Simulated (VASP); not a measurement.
# AlRu (WC type) (P-6m2) in VASP: a series of runs, part 2 of 2

VASP 6.6.1. Earlier steps stand in the parts before.

## Step 3: Relaxation of cell and atoms, PBE, target pressure 190 GPa, at which the enthalpy is minimised

This run uses another cell than the first one, of 9.60 Å³/atom.

Contents of INCAR:

```
SYSTEM = AlRu
  PREC = Accurate
  ENCUT = 600
  EDIFF = 1E-7
  ISMEAR = -1
  SIGMA = 0.1
  LREAL = .False.
  LASPH = .True.
  NELM = 80
  ALGO = Normal
  ISIF = 3
  LWAVE = .False.
  LCHARG = .False.
  GGA = PE
  IBRION = 2
  NSW = 60
  EDIFFG = -0.005
  PSTRESS = 1900.0
```

Contents of KPOINTS:

```
regular mesh
0
Gamma
  15 15 14
  0 0 0
```

Contents of POSCAR:

```
AlRu
1.0
    2.8286750581      0.0000000000      0.0000000000
   -1.4143375291      2.4497044594      0.0000000000
    0.0000000000      0.0000000000      2.7721015570
Ru Al
1 1
Direct
    0.0000000000      0.0000000000      0.0000000000
    0.3333333333      0.6666666667      0.5000000000
```

Potentials or basis: VASP PAW PBE potentials, release 64 (Ru_pv, Al).

The run is started by

```sh
cat potpaw_PBE.64/Ru_pv/POTCAR potpaw_PBE.64/Al/POTCAR > POTCAR
mpirun -np 1 vasp_std > vasp.out
```

OUTCAR:

```text
SYSTEM = AlRu
   PREC = Accurate
   ENCUT = 600
   EDIFF = 1E-7
   ISMEAR = -1
   LREAL = .False.
   LASPH = .True.
   NELM = 80
   ISIF = 3
   GGA = PE
   IBRION = 2
   NSW = 60
   EDIFFG = -0.005
   PSTRESS = 1900.0

 ion  position               nearest neighbor table
   1  0.000  0.000  0.000-   2 2.14   2 2.14   2 2.14   2 2.14   2 2.14   2 2.14
   2  0.333  0.667  0.500-   1 2.14   1 2.14   1 2.14   1 2.14   1 2.14   1 2.14

  LATTYP: Found a hexagonal cell.
 ALAT       =     2.8286750581
 C/A-ratio  =     0.9800000000

  Lattice vectors:

 A1 = (   2.8286750581,   0.0000000000,   0.0000000000)
 A2 = (  -1.4143375291,   2.4497044594,   0.0000000000)
 A3 = (   0.0000000000,   0.0000000000,   2.7721015570)

Analysis of symmetry for initial positions (statically):
=====================================================================
 Subroutine PRICEL returns:
 Original cell was already a primitive cell.

 Routine SETGRP: Setting up the symmetry group for a
 hexagonal supercell.

 Subroutine GETGRP returns: Found 12 space group operations
 (whereof 12 operations were pure point group operations)
 out of a pool of 24 trial point group operations.

The static configuration has the point symmetry D_3h.

Analysis of symmetry for dynamics (positions and initial velocities):
=====================================================================
 Subroutine PRICEL returns:
 Original cell was already a primitive cell.

 Routine SETGRP: Setting up the symmetry group for a
 hexagonal supercell.

 Subroutine GETGRP returns: Found 12 space group operations
 (whereof 12 operations were pure point group operations)
 out of a pool of 24 trial point group operations.

The dynamic configuration has the point symmetry D_3h.

 Subroutine INISYM returns: Found 12 space group operations
 (whereof 12 operations are pure point group operations),
 and found     1 'primitive' translations

----------------------------------------------------------------------------------------

                                     Primitive cell

  volume of cell :      19.2091

  direct lattice vectors                    reciprocal lattice vectors
     2.828675058  0.000000000  0.000000000     0.353522402  0.204106254  0.000000000
    -1.414337529  2.449704459  0.000000000     0.000000000  0.408212507  0.000000000
     0.000000000  0.000000000  2.772101557     0.000000000  0.000000000  0.360737145

  length of vectors
     2.828675058  2.828675058  2.772101557     0.408212508  0.408212507  0.360737145

  position of ions in fractional coordinates (direct lattice)
     0.000000000  0.000000000  0.000000000
     0.333333333  0.666666667  0.500000000

  ion indices of the primitive-cell ions
   primitive index   ion index
                 1           1
                 2           2

----------------------------------------------------------------------------------------

 KPOINTS: regular mesh

Automatic generation of k-mesh.
 Grid dimensions read from file:
 generate k-points for:   15   15   14

 Generating k-lattice:
[... 60 lines left out ...]
   ENCUT  =  600.0 eV  44.10 Ry    6.64 a.u.   5.65  5.65  5.54*2*pi/ulx,y,z
   NELM   =     80;   NELMIN=  2; NELMDL= -5     # of ELM steps
   EDIFF  = 0.1E-06   stopping-criterion for ELM
   LREAL  =      F    real-space projection
   EDIFFG = -.5E-02   stopping-criterion for IOM
   NSW    =     60    number of steps for IOM
   IBRION =      2    ionic relax: 0-MD 1-quasi-New 2-CG
   NFREE  =      1    steps in history (QN), initial steepest desc. (CG)
   ISIF   =      3    stress and relaxation
   ISYM   =      2    0-nonsym 1-usesym 2-fastsym
   POTIM  = 0.5000    time-step for ionic-motion
   TEBEG  =    0.0;   TEEND  =   0.0 temperature during run
   PSTRESS= 1900.0 pullay stress
   NELECT =      17.0000    total number of electrons
   NUPDOWN=      -1.0000    fix difference up-down
   EMIN   =  10.00;   EMAX   =-10.00  energy-range for DOS
   EFERMI =   0.00;   METHOD = LEGACY
   ISMEAR =    -1;   SIGMA  =   0.10  broadening in eV -4-tet -1-fermi 0-gaus
   EFERMI_NEDOS =   21; number of points for ismear=-14 and -15
   IALGO  =     38    algorithm
   IMIX   =      4    mixing-type and parameters
     AMIX     =   0.40;   BMIX     =  1.00
     AMIX_MAG =   1.60;   BMIX_MAG =  1.00
  volume/ion in A,a.u.               =       9.60        64.81
  Fermi-wavevector in a.u.,A,eV,Ry     =   1.571771  2.970216 33.612689  2.470463
  Thomas-Fermi vector in A             =   2.673305
   LORBIT       =      0    0 simple, 1 ext, 2 COOP (PROOUT), +10 PAW based schemes
   GGA     = PE    functional components
   LHFCALC =     F    Hartree Fock is set to
   AEXX    =    0.0000 exact exchange contribution
   IVDW    =     0    specifies the selected vdW correction
   LEPSILON=     F    determine dielectric tensor
   LRPA    =     F    only Hartree local field effects (RPA)
 conjugate gradient relaxation of ions
 non-spin polarized calculation
  energy-cutoff  :      600.00
  volume of cell :       19.21
 maximum number of plane-waves:       660
 NGX is ok and might be reduce to    24
   NGX = 11   NGY = 11   NGZ = 11

--------------------------------------- Ionic step        1  -------------------------------------------

 number of electron      16.9999998 magnetization

 Free energy of the ion-electron system (eV)
  ---------------------------------------------------
  ext. energy  EPLUGINS =         0.00000000
  ---------------------------------------------------
  free energy    TOTEN  =        -9.21697206 eV

  energy without entropy =       -9.19865071  energy(sigma->0) =       -9.20781138

------------------------ aborting loop because EDIFF is reached ----------------------------------------

  FORCE on cell =-STRESS in cart. coord.  units (eV):
  Direction    XX          YY          ZZ          XY          YZ          ZX
  --------------------------------------------------------------------------------------
  -------------------------------------------------------------------------------------
  Total       19.4576818     19.4576818     29.3040381     -0.0000000      0.0000000      0.0000000
  in kB     1622.9150571   1622.9150572   2444.1742350     -0.0000000      0.0000000      0.0000000
  external PRESSURE =      -3.3318836 kB  Pullay stress =    1900.0000000 kB
[... 97 lines left out ...]
  energy  without entropy=       -7.5028726388  energy(sigma->0) =       -7.51730411

  enthalpy is  TOTEN    =        13.1621981800 eV   P V=       20.6939337552

[... ionic steps 4 to 11 ...]

--------------------------------------- Ionic step       12  -------------------------------------------

 number of electron      17.0000004 magnetization

------------------------ aborting loop because EDIFF is reached ----------------------------------------
[... 71 lines left out ...]
--------------------------------------- Ionic step       14  -------------------------------------------

 number of electron      17.0000004 magnetization

 Free energy of the ion-electron system (eV)
  ---------------------------------------------------
  ext. energy  EPLUGINS =         0.00000000
  ---------------------------------------------------
  free energy    TOTEN  =       -10.02167626 eV

  energy without entropy =      -10.00446930  energy(sigma->0) =      -10.01307278

 E-fermi :  17.2438     XC(G=0): -14.4825

 val. band max:       17.2397553961   @ k =   0.0000   0.0000   0.1429
 cond. band min:      17.2567590455   @ k =   0.0667  -0.0000   0.0000
 fundamental gap:      0.0170036494
 Fermi energy:        17.2438241461

 k-point     1 :       0.0000    0.0000    0.0000
  band No.  band energies     occupation
      1     -25.6542      2.00000
      2     -24.8236      2.00000
      3     -24.8236      2.00000
      4       4.5680      2.00000
      5      10.2560      2.00000
      6      14.1175      2.00000
      7      14.1175      2.00000
      8      17.3313      0.58844
      9      17.3313      0.58844
     10      17.3348      0.57415
     11      25.8572      0.00000
     12      28.7986      0.00000
[... 331 lines left out ...]
 k-point    24 :       0.4000    0.2000    0.0000
  band No.  band energies     occupation
      1     -26.3185      2.00000
      2     -25.5995      2.00000
      3     -25.3501      2.00000
      4      10.3427      2.00000
      5      11.3433      2.00000
      6      11.5770      2.00000
      7      13.0226      2.00000
      8      13.9015      2.00000
      9      18.7873      0.00000
     10      22.5858      0.00000
     11      23.2758      0.00000
     12      26.9011      0.00000

 [... further k-points ...]

------------------------ aborting loop because EDIFF is reached ----------------------------------------

  FORCE on cell =-STRESS in cart. coord.  units (eV):
  Direction    XX          YY          ZZ          XY          YZ          ZX
  --------------------------------------------------------------------------------------
  -------------------------------------------------------------------------------------
  Total       22.2660262     22.2660262     22.2659610     -0.0000000      0.0000000      0.0000000
  in kB     1900.1658619   1900.1658622   1900.1602917     -0.0000002      0.0000000      0.0000000
  external PRESSURE =       0.1640052 kB  Pullay stress =    1900.0000000 kB
[... 21 lines left out ...]
  energy  without entropy=      -10.0044692988  energy(sigma->0) =      -10.01307278

  enthalpy is  TOTEN    =        12.2424064111 eV   P V=       22.2640826741

 reached required accuracy - stopping structural energy minimisation
```

OSZICAR:

```text
N       E                     dE             d eps       ncg     rms          rms(c)
DAV:   1     0.145157402591E+03    0.14516E+03   -0.10451E+04  5184   0.157E+03
[... 141 lines left out ...]
DAV:   1    -0.100225382975E+02    0.36416E-01   -0.15192E-02  5792   0.184E+00    0.386E-01
DAV:   2    -0.100217011749E+02    0.83712E-03   -0.37778E-03  5744   0.815E-01    0.825E-02
DAV:   3    -0.100216727920E+02    0.28383E-04   -0.93329E-05  5628   0.119E-01    0.258E-02
DAV:   4    -0.100216746516E+02   -0.18596E-05   -0.20631E-05  6200   0.417E-02    0.142E-02
DAV:   5    -0.100216760094E+02   -0.13577E-05   -0.84337E-07  6100   0.939E-03    0.602E-03
DAV:   6    -0.100216763085E+02   -0.29910E-06   -0.37124E-07  6008   0.637E-03    0.750E-04
DAV:   7    -0.100216762630E+02    0.45447E-07   -0.83504E-09  3036   0.116E-03
  14 F= 0.12242406E+02 E0= 0.12251010E+02  d E =-.547560E-05
```

CONTCAR:

```text
AlRu
   1.00000000000000
     2.4982909368844504   -0.0000000001094054    0.0000000000000000
    -1.2491454685811330    2.1635834175998405    0.0000000000000000
    -0.0000000000000000    0.0000000000000000    3.4733226688270267
  Ru              Al
     1     1
Direct
     0.0000000000000000    0.0000000000000000    1.0000000000000000
     0.3333333332999970    0.6666666667000030    0.5000000000000000

  0.00000000E+00  0.00000000E+00  0.00000000E+00
  0.00000000E+00  0.00000000E+00  0.00000000E+00
```

It took 8.1 min on 1 thread of Intel Xeon 8259CL, shared host; peak memory 0.22 GiB.

Results:

```yaml
Free_energy: -10.0217 eV
Relaxed_volume: 9.39 Å³/atom
Relaxed_cell: a = 2.498 Å, b = 2.498 Å, c = 3.473 Å, α = 90.00°, β = 90.00°, γ = 120.00°
Space_group_after_relaxing_to_0.1_Å: P-6m2 (No. 187)
Energy_change_on_relaxing_the_run_minimises_the_enthalpy: -402.4 meV/atom
Ionic_steps: 14
Pressure_after_relaxing: 190.0 GPa
Band_gap_on_the_k_mesh: zero (an odd number of electrons rules out a gap without spin polarisation)
```

The path:
```
step  energy change (eV)  largest force (eV/Å)  pressure (GPa)  volume (Å³)
   1              0.0000                0.0000          189.67        19.21
   2             -0.5873                0.0000          191.39        18.81
   3              1.6852                0.0000          271.00        17.45
   4             -0.4361                0.0000          203.65        18.50
   5             -0.1536                0.0000          215.18        18.26
   6             -0.2595                0.0000          211.21        18.34
   7             -3.3857                0.0000           80.49        22.09
   8             -0.8410                0.0000          188.55        18.81
   9             -0.7793                0.0000          190.97        18.75
  10             -0.7694                0.0000          191.36        18.75
  11             -0.8183                0.0000          189.47        18.79
  12             -0.7975                0.0000          190.30        18.77
  13             -0.8420                0.0000          188.55        18.81
  14             -0.8047                0.0000          190.02        18.77
```

Final structure:
```
Ru Al
1.0
     2.49829    0.00000    0.00000
    -1.24915    2.16358    0.00000
     0.00000    0.00000    3.47332
Ru Al
1 1
Direct
  0.00000 0.00000 0.00000
  0.33333 0.66667 0.50000
```

Levels at points of the mesh, in eV from the Fermi level:
```tsv
k point	band 5	band 6	band 7	band 8	band 9	band 10	band 11	band 12
(0.00, 0.00, 0.00)	-6.99	-3.13	-3.13	0.09	0.09	0.09	8.61	11.55
(0.00, 0.00, 0.50)	-8.25	-3.52	-3.11	-3.11	-0.38	-0.38	9.98	15.40
```

Caveat: the cell is relaxed towards a set pressure, so the run minimises the enthalpy, not the energy; a cell axis changed by over 15 % at a fixed basis, so the end point is rough.
